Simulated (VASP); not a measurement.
Here is a VASP 6.6.1 calculation.

Contents of INCAR:

```
PREC     = Accurate       # precision mode
ENCUT    = 520            # plane-wave cutoff, eV
EDIFF    = 1E-7           # SCF threshold, eV
ISMEAR   = 0              # smearing method
SIGMA    = 0.1            # smearing width, eV
LREAL    = F              # projectors in reciprocal space
LASPH    = T              # aspherical terms in the spheres
NELM     = 150            # most SCF steps
ALGO     = Normal         # electronic algorithm
ISIF     = 2              # what is computed and relaxed
LWAVE    = F              # write WAVECAR
LCHARG   = F              # write CHGCAR
ISPIN    = 2              # spin polarisation
MAGMOM   = 0.48 0.01 0.01 # initial moments
LORBIT   = 11             # projections on sites
LMAXMIX  = 4              # l up to which the mixer works
GGA      = PE             # functional
NBANDS   = 24             # bands
```

File KPOINTS:

```
regular mesh
0
Gamma
  4 4 4
```

POSCAR

```
WS2
1.0
    3.8016080800      0.0000000000      0.0000000000
    0.0000000000      3.8016080800      0.0000000000
    0.0000000000      0.0000000000      5.3762857100
W S
1 2
Direct
    0.0000000000      0.0000000000      0.0000000000
    0.5000000000      0.0000000000      0.2500000000
    0.0000000000      0.5000000000      0.7500000000
```

Potentials or basis: VASP PAW PBE potentials, release 64 (W_sv, S).

The run is started by

```console
$ cat potpaw_PBE.64/W_sv/POTCAR potpaw_PBE.64/S/POTCAR > POTCAR
$ mpirun -np 1 vasp_std > vasp.out
```

Problem. Predict the site moments.

Solution. W +0.61; S -0.01 μB.

Problem. What does it give for the pressure?

Solution. -5.3 GPa.

Forces in eV/Å, atoms in the order of the input:
```
W    0.000  0.000  0.000
S    0.000  0.000 -1.047
S    0.000  0.000  1.047
```

Caveat: the k points lie up to 0.41 Å⁻¹ apart; the cell differs from its parent crystal (atoms taken out); forces of over 1 eV/Å act on the atoms, so gaps and moduli don't describe the material at rest.
